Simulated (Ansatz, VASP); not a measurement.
# Two plane-wave programs on BN

```
B N
1.0
     5.10788    0.00000    0.00000
    -2.55394    4.42355    0.00000
     0.00000    0.00000    8.45371
B N
16 16
Direct
  0.33333 0.16667 0.49986
  0.33333 0.16667 0.99986
  0.33333 0.66667 0.49986
  0.33333 0.66667 0.99986
  0.83333 0.16667 0.49986
  0.83333 0.16667 0.99986
  0.83333 0.66667 0.49986
  0.83333 0.66667 0.99986
  0.16667 0.33333 0.24986
  0.16667 0.33333 0.74986
  0.16667 0.83333 0.24986
  0.16667 0.83333 0.74986
  0.66667 0.33333 0.24986
  0.66667 0.33333 0.74986
  0.66667 0.83333 0.24986
  0.66667 0.83333 0.74986
  0.33333 0.16667 0.31264
  0.33333 0.16667 0.81264
  0.33333 0.66667 0.31264
  0.33333 0.66667 0.81264
  0.83333 0.16667 0.31264
  0.83333 0.16667 0.81264
  0.83333 0.66667 0.31264
  0.83333 0.66667 0.81264
  0.16667 0.33333 0.06264
  0.16667 0.33333 0.56264
  0.16667 0.83333 0.06264
  0.16667 0.83333 0.56264
  0.66667 0.33333 0.06264
  0.66667 0.33333 0.56264
  0.66667 0.83333 0.06264
  0.66667 0.83333 0.56264
```

Alike in both runs: task electric field gradients; functional PBE; k mesh 4 × 4 × 3; no spin polarisation.

```csv
,VASP,Ansatz
version,VASP 6.6.1,Ansatz 0.2.0
potentials or method,"VASP PAW PBE potentials, release 64 (B, N)","plane-wave PAW, scalar-relativistic"
plane-wave cutoff (eV),520,420
occupations,"gaussian, width 0.01 eV",fixed
valence electrons in the cell,128,128
```

|  | VASP | Ansatz | Ansatz less VASP |
| --- | --- | --- | --- |
| gap on the k mesh at the Fermi level (eV) | 5.51 | 5.53 | +0.016 |
| rms of the force components (eV/Å) | 0.008 | 0.010 | +0.0014 |
| size of Vzz on the site where it differs most (V/Å²) | 0.9 | 0.7 | -0.17 |

Atom by atom the forces differ by 0.001 eV/Å (rms over components).
